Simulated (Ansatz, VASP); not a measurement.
## Two plane-wave programs on AlN

Contents of POSCAR:

```
AlN
1.0
    0.0000000000      2.0165820713      2.0165820713
    2.0165820713      0.0000000000      2.0165820713
    2.0165820713      2.0165820713      0.0000000000
Al N
1 1
Direct
    0.0000000000      0.0000000000      0.0000000000
    0.5000000000      0.5000000000      0.5000000000
```

The input INCAR.step1:

```
ALGO     = Normal         # electronic algorithm
EDIFF    = 1E-4           # SCF threshold, eV
ENCUT    = 520            # plane-wave cutoff, eV
GGA      = PE             # functional
ISMEAR   = -1             # smearing method
LASPH    = T              # aspherical terms in the spheres
LCHARG   = F              # write CHGCAR
LREAL    = F              # projectors in reciprocal space
LWAVE    = T              # write WAVECAR
NBANDS   = 11             # bands
NELM     = 60             # most SCF steps
PREC     = Accurate       # precision mode
SIGMA    = 0.03           # smearing width, eV
```

INCAR.step2

```
ALGO     = Normal         # electronic algorithm
BPARAM   = 11.95        
CPARAM   = 0.0093       
EDIFF    = 1E-7           # SCF threshold, eV
ENCUT    = 520            # plane-wave cutoff, eV
ISIF     = 2              # what is computed and relaxed
ISMEAR   = -1             # smearing method
ISTART   = 1            
IVDW_NL  = 2            
LASPH    = T              # aspherical terms in the spheres
LCHARG   = F              # write CHGCAR
LMIXTAU  = T            
LREAL    = F              # projectors in reciprocal space
LUSE_VDW = T            
LWAVE    = F              # write WAVECAR
METAGGA  = R2SCAN         # meta-GGA
NBANDS   = 11             # bands
NELM     = 60             # most SCF steps
PREC     = Accurate       # precision mode
SIGMA    = 0.03           # smearing width, eV
```

File KPOINTS:

```
k-points
0
Gamma
  12 12 12
```

Input for Ansatz:

```yaml
crystal:
  lattice:
    - [0.0, 2.0165820713, 2.0165820713]
    - [2.0165820713, 0.0, 2.0165820713]
    - [2.0165820713, 2.0165820713, 0.0]
  atoms:
    - { symbol: Al, position: [0.0, 0.0, 0.0] }
    - { symbol: "N", position: [0.5, 0.5, 0.5] }
kpoints:
  mp_grid: { grid: [12, 12, 12] }
  band_path:
    path:
      - [0.0, 0.0, 0.0]
      - [0.5, 0.0, 0.5]
      - [0.625, 0.25, 0.625]
      - [0.375, 0.375, 0.75]
      - [0.5, 0.5, 0.5]
      - [0.5, 0.25, 0.75]
    npoints: 1
hamiltonian:
  xc: r2scan
  dispersion: rvv10
scf:
  occupations: { method: fermi_dirac, width: 0.03 }
  n_extra_bands: 4
output:
  forces: true
  stress: true
  eigenvalues: true
  write_density: true
  write_potential: true
  elf: true
  volumetric_format: npy
```

Alike in both runs: task single point; functional r2SCAN; dispersion rVV10; k mesh 12 × 12 × 12; occupations fermi-dirac, width 0.03 eV; no spin polarisation.

```csv
,VASP,Ansatz
version,VASP 6.6.1,Ansatz 0.2.0
potentials or method,"VASP PAW PBE potentials, release 64 (Al, N)","plane waves, PAW"
plane-wave cutoff (eV),520,500
valence electrons in the cell,8,8
```

|  | VASP | Ansatz | Ansatz less VASP |
| --- | --- | --- | --- |
| gap on the k mesh at the Fermi level (eV) | 5.54 | 5.54 | -0.001 |
| pressure (GPa) | -0.7 | 0.0 | +0.74 |

VASP's potentials were made for PBE, not for r2SCAN.
